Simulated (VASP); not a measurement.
Write the native input for VASP 6.6.1 that does the following.

```
Task                   : single point
Functional             : PBEsol
Potentials or basis    : VASP PAW PBE potentials, release 64 (Al, N)
Cutoff                 : 520 eV
k mesh                 : 8 × 8 × 8
Occupations            : gaussian, width 0.05 eV
Spin                   : no spin polarisation
Dipole correction      : no
Further INCAR settings : ALGO = Normal; EDIFF = 1e-06; NBANDS = 26
```

The structure of AlN lies in POSCAR:

```
AlN
1.0
   -3.1135599857      0.0000000000      0.0000000000
    0.0000000000      5.3928440876      0.0000000000
    1.5567799928     -2.6964220438     -4.9833504711
Al N
4 4
Direct
    0.9992473440      0.3277655947      0.9984946880
    0.4992473440      0.8277655947      0.9984946880
    0.2492473440      0.9207290933      0.4984946880
    0.7492473440      0.4207290933      0.4984946880
    0.8082504306      0.1311996364      0.6165008612
    0.3082504306      0.6311996364      0.6165008612
    0.0582504306      0.7353012248      0.1165008612
    0.5582504306      0.2353012248      0.1165008612
```

This cell differs from its parent crystal: atoms displaced along a vibrational mode.

One way to write it, as run:

INCAR

```
SYSTEM = AlN
ALGO     = Normal         ! electronic algorithm
EDIFF    = 1E-6           ! SCF threshold, eV
ENCUT    = 520            ! plane-wave cutoff, eV
GGA      = PS             ! functional
ISIF     = 2              ! what is computed and relaxed
ISMEAR   = 0              ! smearing method
LASPH    = .TRUE.         ! aspherical terms in the spheres
LCHARG   = .FALSE.        ! write CHGCAR
LREAL    = .FALSE.        ! projectors in reciprocal space
LWAVE    = .FALSE.        ! write WAVECAR
NBANDS   = 26             ! bands
NELM     = 80             ! most SCF steps
PREC     = Accurate       ! precision mode
SIGMA    = 0.05           ! smearing width, eV
```

KPOINTS

```
k-points
0
G
  8 8 8
  0 0 0
```

Potentials or basis: VASP PAW PBE potentials, release 64 (Al, N).

Command:

```bash
$ cat potpaw_PBE.64/Al/POTCAR potpaw_PBE.64/N/POTCAR > POTCAR
$ mpirun -np 1 vasp_std > vasp.out
```

It gave:

- Pressure: 0.9 GPa
- Largest force: 1.072 eV/Å
- Band gap on the k mesh: 4.09 eV

Caveat: the cell differs from its parent crystal (atoms displaced along a vibrational mode); the PAW data sets were made with another functional, which shifts forces and pressure a little.

It took 70 s on 1 thread of Intel(R) Xeon(R) 6975P-C (Granite Rapids), on a shared host, peak memory 0.3 GiB.
